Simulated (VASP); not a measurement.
# BN (I-4m2) in VASP: further runs

The runs below take BN through single point, with PBE, r2SCAN.

Everything below comes from runs of VASP 6.6.1. Logs are shortened: lines on timing, memory, paths and dates and some standing lists are left out, and cuts for length are marked.

### Step 1. The cell of the first run

It takes space group I-4m2 (No. 119, tetragonal). The conventional cell has a = 2.603 Å, b = 2.603 Å, c = 3.579 Å, α = 90.00°, β = 90.00°, γ = 90.00°. B (site symmetry -4m2) has 4 N at 1.58 Å within 2.1 Å. Within 2.1 Å of N (site symmetry -4m2) lie 4 B at 1.58 Å.

### Step 2. Single point, PBE (epitaxial xy strain +2.0%)

The input, INCAR:

```
PREC = Accurate ; ENCUT = 520
EDIFF = 1E-7 ; ISMEAR = -1
SIGMA = 0.02 ; LREAL = False
LASPH = True ; NELM = 60
ALGO = Normal ; ISIF = 2
LWAVE = False ; LCHARG = False
GGA = PE ; NBANDS = 11
```

The input, KPOINTS:

```
Automatic mesh
0
Gamma
  12 12 12
```

The input, POSCAR:

```
BN
1.0
    0.0000000000      1.8409219743      1.7893037102
    1.8409219743      0.0000000000      1.7893037102
    1.8409219743      1.8409219743      0.0000000000
B N
1 1
Direct
    0.0000000000      0.0000000000      0.0000000000
    0.2500000000      0.2500000000      0.2500000000
```

Potentials or basis: VASP PAW PBE potentials, release 64 (B, N).

Run with:

```bash
$ cat potpaw_PBE.64/B/POTCAR potpaw_PBE.64/N/POTCAR > POTCAR
$ mpirun -np 1 vasp_std > vasp.out
```

OUTCAR:

```text
PREC = Accurate
   ENCUT = 520
   EDIFF = 1E-7
   ISMEAR = -1
   LREAL = False
   LASPH = True
   NELM = 60
   ISIF = 2
   GGA = PE

 ion  position               nearest neighbor table
   1  0.000  0.000  0.000-   2 1.58   2 1.58   2 1.58   2 1.58
   2  0.250  0.250  0.250-   1 1.58   1 1.58   1 1.58   1 1.58

  LATTYP: Found a body centered tetragonal cell.
 ALAT       =     2.6034568233
 C/A-ratio  =     1.3745599268

  Lattice vectors:

 A1 = (   0.0000000000,  -1.8409219743,  -1.7893037102)
 A2 = (   0.0000000000,   1.8409219743,  -1.7893037102)
 A3 = (   1.8409219743,   0.0000000000,   1.7893037102)

Analysis of symmetry for initial positions (statically):
=====================================================================
 Subroutine PRICEL returns:
 Original cell was already a primitive cell.

 Routine SETGRP: Setting up the symmetry group for a
 body centered tetragonal supercell.

 Subroutine GETGRP returns: Found  8 space group operations
 (whereof  8 operations were pure point group operations)
 out of a pool of 16 trial point group operations.

The static configuration has the point symmetry D_2d.

Analysis of symmetry for dynamics (positions and initial velocities):
=====================================================================
 Subroutine PRICEL returns:
 Original cell was already a primitive cell.

 Routine SETGRP: Setting up the symmetry group for a
 body centered tetragonal supercell.

 Subroutine GETGRP returns: Found  8 space group operations
 (whereof  8 operations were pure point group operations)
 out of a pool of 16 trial point group operations.

The dynamic configuration has the point symmetry D_2d.

 Subroutine INISYM returns: Found  8 space group operations
 (whereof  8 operations are pure point group operations),
 and found     1 'primitive' translations

----------------------------------------------------------------------------------------

                                     Primitive cell

  volume of cell :      12.1279

  direct lattice vectors                    reciprocal lattice vectors
     0.000000000  1.840921974  1.789303710    -0.271603037  0.271603037  0.279438307
     1.840921974  0.000000000  1.789303710     0.271603037 -0.271603037  0.279438307
     1.840921974  1.840921974  0.000000000     0.271603037  0.271603037 -0.279438307

  length of vectors
[... 82 lines left out ...]
   EDIFF  = 0.1E-06   stopping-criterion for ELM
   LREAL  =      F    real-space projection
   EDIFFG = 0.1E-05   stopping-criterion for IOM
   NSW    =      0    number of steps for IOM
   IBRION =     -1    ionic relax: 0-MD 1-quasi-New 2-CG
   NFREE  =      0    steps in history (QN), initial steepest desc. (CG)
   ISIF   =      2    stress and relaxation
   ISYM   =      2    0-nonsym 1-usesym 2-fastsym
   POTIM  = 0.5000    time-step for ionic-motion
   TEBEG  =    0.0;   TEEND  =   0.0 temperature during run
   PSTRESS=    0.0 pullay stress
   NELECT =       8.0000    total number of electrons
   NUPDOWN=      -1.0000    fix difference up-down
   EMIN   =  10.00;   EMAX   =-10.00  energy-range for DOS
   EFERMI =   0.00;   METHOD = LEGACY
   ISMEAR =    -1;   SIGMA  =   0.02  broadening in eV -4-tet -1-fermi 0-gaus
   EFERMI_NEDOS =   21; number of points for ismear=-14 and -15
   IALGO  =     38    algorithm
   IMIX   =      4    mixing-type and parameters
     AMIX     =   0.40;   BMIX     =  1.00
     AMIX_MAG =   1.60;   BMIX_MAG =  1.00
  volume/ion in A,a.u.               =       6.06        40.92
  Fermi-wavevector in a.u.,A,eV,Ry     =   1.425093  2.693035 27.631938  2.030890
  Thomas-Fermi vector in A             =   2.545514
   LORBIT       =      0    0 simple, 1 ext, 2 COOP (PROOUT), +10 PAW based schemes
   GGA     = PE    functional components
   LHFCALC =     F    Hartree Fock is set to
   AEXX    =    0.0000 exact exchange contribution
   IVDW    =     0    specifies the selected vdW correction
   LEPSILON=     F    determine dielectric tensor
   LRPA    =     F    only Hartree local field effects (RPA)
 non-spin polarized calculation
  energy-cutoff  :      520.00
  volume of cell :       12.13
 maximum number of plane-waves:       338
   NGX =  9   NGY =  9   NGZ =  9

 number of electron       8.0000000 magnetization

 Free energy of the ion-electron system (eV)
  ---------------------------------------------------
  ext. energy  EPLUGINS =         0.00000000
  ---------------------------------------------------
  free energy    TOTEN  =       -17.43507342 eV

  energy without entropy =      -17.43507342  energy(sigma->0) =      -17.43507342

 E-fermi :   7.6684     XC(G=0): -12.6925

 val. band max:        7.2568100311   @ k =   0.0000   0.0000   0.0000
 cond. band min:      11.2022922969   @ k =   0.5000   0.5000   0.0000
 fundamental gap:      3.9454822658
 Fermi energy:         7.6683927791

 k-point     1 :       0.0000    0.0000    0.0000
  band No.  band energies     occupation
      1     -12.8507      2.00000
      2       6.9935      2.00000
      3       6.9935      2.00000
      4       7.2568      2.00000
      5      15.6483      0.00000
      6      15.8487      0.00000
      7      15.8487      0.00000
      8      16.9970      0.00000
      9      31.3435      0.00000
     10      33.8177      0.00000
     11      34.6542      0.00000
[... 309 lines left out ...]
 k-point    24 :      -0.4167    0.1667    0.0000
  band No.  band energies     occupation
      1      -8.4071      2.00000
      2      -2.6513      2.00000
      3       3.2853      2.00000
      4       4.3538      2.00000
      5      15.9149      0.00000
      6      19.0456      0.00000
      7      19.1832      0.00000
      8      22.4482      0.00000
      9      27.6118      0.00000
     10      32.0725      0.00000
     11      33.2438      0.00000

 [... further k-points ...]
[... 5 lines left out ...]
  --------------------------------------------------------------------------------------
  -------------------------------------------------------------------------------------
  Total       -0.9034759     -0.9034759      0.3376494      0.0000000     -0.0000000      0.0000000
  in kB     -119.3554750   -119.3554750     44.6058432      0.0000000     -0.0000000      0.0000000
  external PRESSURE =     -64.7017023 kB  Pullay stress =       0.0000000 kB

 VOLUME and BASIS-vectors are now :
 -----------------------------------------------------------------------------
  energy-cutoff  :      520.00
  volume of cell :       12.13
      direct lattice vectors                 reciprocal lattice vectors
     0.000000000  1.840921974  1.789303710    -0.271603037  0.271603037  0.279438307
     1.840921974  0.000000000  1.789303710     0.271603037 -0.271603037  0.279438307
     1.840921974  1.840921974  0.000000000     0.271603037  0.271603037 -0.279438307

 POSITION                                       TOTAL-FORCE (eV/Angst)
 -----------------------------------------------------------------------------------
      0.00000      0.00000      0.00000         0.000000      0.000000      0.000000
      0.92046      0.92046      0.89465        -0.000000     -0.000000     -0.000000
 -----------------------------------------------------------------------------------
    total drift:                                0.000001      0.000001     -0.000001

  FREE ENERGIE OF THE ION-ELECTRON SYSTEM (eV)
  ---------------------------------------------------
  free  energy   TOTEN  =       -17.4350734160 eV

  energy  without entropy=      -17.4350734160  energy(sigma->0) =      -17.43507342
```

OSZICAR:

```text
N       E                     dE             d eps       ncg     rms          rms(c)
DAV:   1     0.100832758647E+02    0.10083E+02   -0.50344E+03  3709   0.723E+02
DAV:   2    -0.178742822448E+02   -0.27958E+02   -0.27087E+02  4314   0.163E+02
DAV:   3    -0.183596143365E+02   -0.48533E+00   -0.48477E+00  4234   0.187E+01
DAV:   4    -0.183601798378E+02   -0.56550E-03   -0.56549E-03  3847   0.713E-01
DAV:   5    -0.183601803948E+02   -0.55697E-06   -0.55674E-06  4120   0.221E-02    0.656E+00
DAV:   6    -0.175118354383E+02    0.84834E+00   -0.29855E+00  3766   0.984E+00    0.317E+00
DAV:   7    -0.174483020735E+02    0.63533E-01   -0.92862E-02  3976   0.255E+00    0.189E+00
DAV:   8    -0.174348251013E+02    0.13477E-01   -0.34354E-02  3924   0.134E+00    0.178E-01
DAV:   9    -0.174349771610E+02   -0.15206E-03   -0.10173E-03  3775   0.257E-01    0.811E-02
DAV:  10    -0.174350678635E+02   -0.90702E-04   -0.12612E-04  3890   0.960E-02    0.148E-02
DAV:  11    -0.174350734017E+02   -0.55382E-05   -0.99788E-06  4132   0.257E-02    0.106E-02
DAV:  12    -0.174350734227E+02   -0.21050E-07   -0.17046E-06  3925   0.885E-03    0.632E-04
DAV:  13    -0.174350734160E+02    0.66912E-08   -0.23453E-08  1958   0.151E-03
   1 F= -.17435073E+02 E0= -.17435073E+02  d E =-.577017E-12
```

Wall time 15 s (1 thread of Intel Xeon 6975P-C, shared host); peak memory 0.14 GiB.

Results:

```
Free energy            : -17.4351 eV
Pressure               : -6.5 GPa
Band gap on the k mesh : 3.95 eV, indirect (least direct gap 8.39 eV)
```

Caveat: the cell differs from its parent crystal (epitaxial xy strain +2.0%).

### Step 3. Single point, PBE (epitaxial xy strain +3.0%)

The input, INCAR:

```
SYSTEM = BN
ALGO     = Normal         ! electronic algorithm
EDIFF    = 1E-6           ! SCF threshold, eV
ENCUT    = 520            ! plane-wave cutoff, eV
GGA      = PE             ! functional
ISIF     = 2              ! what is computed and relaxed
ISMEAR   = -1             ! smearing method
LASPH    = .True.         ! aspherical terms in the spheres
LCHARG   = .False.        ! write CHGCAR
LREAL    = .False.        ! projectors in reciprocal space
LWAVE    = .False.        ! write WAVECAR
NBANDS   = 11             ! bands
NELM     = 80             ! most SCF steps
PREC     = Accurate       ! precision mode
SIGMA    = 0.02           ! smearing width, eV
```

The input, KPOINTS:

```
k-points
0
Gamma
  12 12 12
  0 0 0
```

The input, POSCAR:

```
BN
1.0
    0.0000000000      1.8589702290      1.7813838459
    1.8589702290      0.0000000000      1.7813838459
    1.8589702290      1.8589702290      0.0000000000
B N
1 1
Direct
    0.0000000000      0.0000000000      0.0000000000
    0.2500000000      0.2500000000      0.2500000000
```

Potentials or basis: VASP PAW PBE potentials, release 64 (B, N).

Run with:

```bash
$ cat potpaw_PBE.64/B/POTCAR potpaw_PBE.64/N/POTCAR > POTCAR
$ mpirun -np 1 vasp_std > vasp.out
```

Run time: 12 s. Hardware: 1 thread of Intel Xeon 6975P-C, shared host; peak memory 0.13 GiB.

It converged, with:

```yaml
Free_energy: -17.4104 eV
Pressure: -11.6 GPa
Band_gap_on_the_k_mesh: 3.71 eV, indirect (least direct gap 8.18 eV)
```

Stress tensor (GPa, compression positive):
```
-19.52   0.00   0.00
  0.00 -19.52   0.00
  0.00   0.00   4.23
```

Levels at points of the mesh, in eV from the valence-band top:
```
           k point  band 2  band 3  band 4  band 5  band 6  band 7
(0.00, 0.00, 0.00)   -0.38   -0.38    0.00    8.18    8.48    8.48
(0.50, 0.00, 0.00)  -10.56   -2.42   -1.81    9.00   10.00   10.78
(0.50, 0.50, 0.00)   -8.50   -5.32   -5.32    3.71    8.09   17.09
(0.50, 0.00, 0.50)   -9.10   -4.76   -4.75    4.40    9.08   16.63
```

Caveat: the cell differs from its parent crystal (epitaxial xy strain +3.0%).

(Continued in part 2 of 2.)
